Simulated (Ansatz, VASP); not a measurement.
**GaP: VASP beside Ansatz**

INCAR

```
  PREC = Accurate
  ENCUT = 520
  EDIFF = 1E-7
  ISMEAR = 0
  SIGMA = 0.05
  LREAL = False
  LASPH = True
  NELM = 80
  ALGO = Normal
  ISIF = 2
  LWAVE = False
  LCHARG = True
  GGA = PE
  LELF = True
  LVHAR = True
  NBANDS = 16
```

File KPOINTS:

```
regular mesh
0
Gamma
  10 10 10
```

File POSCAR:

```
GaP
1.0
    0.0000000000      2.7527919388      2.7527919388
    2.7527919388      0.0000000000      2.7527919388
    2.7527919388      2.7527919388      0.0000000000
Ga P
1 1
Direct
    0.0000000000      0.0000000000      0.0000000000
    0.7500000000      0.7500000000      0.7500000000
```

Input for Ansatz:

```yaml
crystal:
  lattice:
    - [0.0, 2.7527919388, 2.7527919388]
    - [2.7527919388, 0.0, 2.7527919388]
    - [2.7527919388, 2.7527919388, 0.0]
  atoms:
    - { symbol: Ga, position: [0.0, 0.0, 0.0] }
    - { symbol: P, position: [0.75, 0.75, 0.75] }
basis:
  ecutwfc: 420
kpoints:
  mp_grid: { grid: [10, 10, 10] }
hamiltonian:
  xc: pbe
  pseudopotentials: { kind: paw, azcp: { folder: soft_1 } }
scf:
  occupations: { method: gaussian, width: 0.05 }
output:
  forces: true
  stress: true
  eigenvalues: true
```

Alike in both runs: task single point; functional PBE; k mesh 10 × 10 × 10; occupations gaussian, width 0.05 eV; no spin polarisation.

|  | VASP | Ansatz |
| --- | --- | --- |
| version | VASP 6.6.1 | Ansatz 0.2.0 |
| potentials or method | VASP PAW PBE potentials, release 64 (Ga_d, P), cutoff 520 eV | scalar-relativistic, plane waves, PAW |
| valence electrons in the cell | 18 | 18 |

```tsv
	VASP	Ansatz	Ansatz less VASP
gap on the k mesh at the Fermi level (eV)	1.58	1.58	+0.004
least direct gap on the mesh (eV)	1.58	1.58	+0.004
pressure (GPa)	0.0	0.0	+0.02
```

With one functional, cell and mesh, what is left measures potentials, basis and numerics.
